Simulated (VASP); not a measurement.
Write the native input for VASP 6.6.1 that does the following.

```yaml
Task: single point
Functional: PBEsol
Potentials_or_basis: VASP PAW PBE potentials, release 64 (Ta_pv)
Cutoff: 520 eV
k_mesh: 22 × 22 × 22
Occupations: gaussian, width 0.05 eV
Spin: non-collinear spin, zero start, spin-orbit coupling
Starting_moments: "[[0.0, 0.0, 0.0]] μB"
Dipole_correction: no
Further_INCAR_settings: ALGO = Normal; EDIFF = 1e-06; NBANDS = 22
```

The structure of Ta lies in POSCAR:

```
Ta
1.0
   -1.6510000000      1.6510000000      1.6510000000
    1.6510000000     -1.6510000000      1.6510000000
    1.6510000000      1.6510000000     -1.6510000000
Ta
1
Direct
    0.0000000000      0.0000000000      0.0000000000
```

These files were run (other wordings do the same):

INCAR

```
  PREC = Accurate
  ENCUT = 520
  EDIFF = 1E-6
  ISMEAR = 0
  SIGMA = 0.05
  LREAL = False
  LASPH = True
  NELM = 150
  ALGO = Normal
  ISIF = 2
  LWAVE = False
  LCHARG = False
  MAGMOM = 0 0 0
  LORBIT = 11
  LSORBIT = True
  GGA_COMPAT = False
  LORBMOM = True
  LMAXMIX = 4
  GGA = PS
  NBANDS = 22
```

KPOINTS

```
regular mesh
0
Gamma
  22 22 22
```

Potentials or basis: VASP PAW PBE potentials, release 64 (Ta_pv).

The run is started by

```sh
$ cat potpaw_PBE.64/Ta_pv/POTCAR > POTCAR
$ mpirun -np 1 vasp_ncl > vasp.out
```

It gave:

| Property | Result |
| --- | --- |
| Pressure | -3.9 GPa |
| Net moment | 0.00 μB per cell |
| Valence electrons inside the program's atomic spheres | Ta 8.95 |

Caveat: the cell stands under tension; the PAW data sets were made with another functional, which shifts forces and pressure a little.

It took 6.9 min on 1 thread of Oxide Virtual Turin-like Processor (shared host), peak memory 0.29 GiB.
